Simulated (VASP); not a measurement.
Set up this calculation in VASP 6.6.1, as the native input.

* Task: single point
* Functional: r2SCAN
* Potentials or basis: VASP PAW PBE potentials, release 64 (Mg_sv, O)
* Cutoff: 920 eV
* k mesh: 12 × 12 × 8
* Occupations: gaussian, width 0.01 eV
* Spin: no spin polarisation
* Dipole correction: no
* Further INCAR settings: ALGO = Normal; EDIFF = 1e-06; NBANDS = 15

Crystal: MgO.

```
Mg O
1.0
     2.88483    0.00000    0.00000
    -1.44242    2.49834    0.00000
     0.00000    0.00000    2.63117
Mg O
1 1
Direct
  0.00000 0.00000 0.00000
  0.33333 0.66667 0.50000
```

One way to write it, as run:

POSCAR

```
MgO
1.0
    2.8848324248      0.0000000000      0.0000000000
   -1.4424157215      2.4983383395      0.0000000000
    0.0000000000      0.0000000000      2.6311683109
Mg O
1 1
Direct
    0.0000000000      0.0000000000      0.0000000000
    0.3333333333      0.6666666667      0.5000000000
```

INCAR.step1

```
SYSTEM = MgO
ALGO = Normal ; EDIFF = 1E-5
ENCUT = 920 ; GGA = PE
GGA_COMPAT = .FALSE. ; ISMEAR = 0
LASPH = .TRUE. ; LCHARG = .FALSE.
LREAL = .FALSE. ; LWAVE = .TRUE.
NBANDS = 15 ; NELM = 120
PREC = Accurate ; SIGMA = 0.01
```

INCAR.step2

```
SYSTEM = MgO
ALGO = Normal ; EDIFF = 1E-6
ENCUT = 920 ; GGA_COMPAT = .FALSE.
ISIF = 2 ; ISMEAR = 0
ISTART = 1 ; LASPH = .TRUE.
LCHARG = .FALSE. ; LMIXTAU = .TRUE.
LREAL = .FALSE. ; LWAVE = .FALSE.
METAGGA = R2SCAN ; NBANDS = 15
NELM = 120 ; PREC = Accurate
SIGMA = 0.01
```

KPOINTS

```
k-points
0
G
  12 12 8
  0 0 0
```

Potentials or basis: VASP PAW PBE potentials, release 64 (Mg_sv, O).

Command:

```console
$ cat potpaw_PBE.64/Mg_sv/POTCAR potpaw_PBE.64/O/POTCAR > POTCAR
$ cp INCAR.step1 INCAR
$ mpirun -np 1 vasp_std > vasp.out
$ cp INCAR.step2 INCAR
$ mpirun -np 1 vasp_std > vasp.out
```

It gave:

* Pressure: 3.5 GPa
* Band gap on the k mesh: 4.24 eV (least direct gap 4.65 eV)

Caveat: the cell stands under pressure; the PAW data sets were made with another functional, which shifts forces and pressure a little.

Run time: 3.5 min on 1 thread of Intel(R) Xeon(R) Platinum 8259CL CPU @ 2.50GHz (Skylake/Cascade Lake) (shared host), peak memory 0.2 GiB.
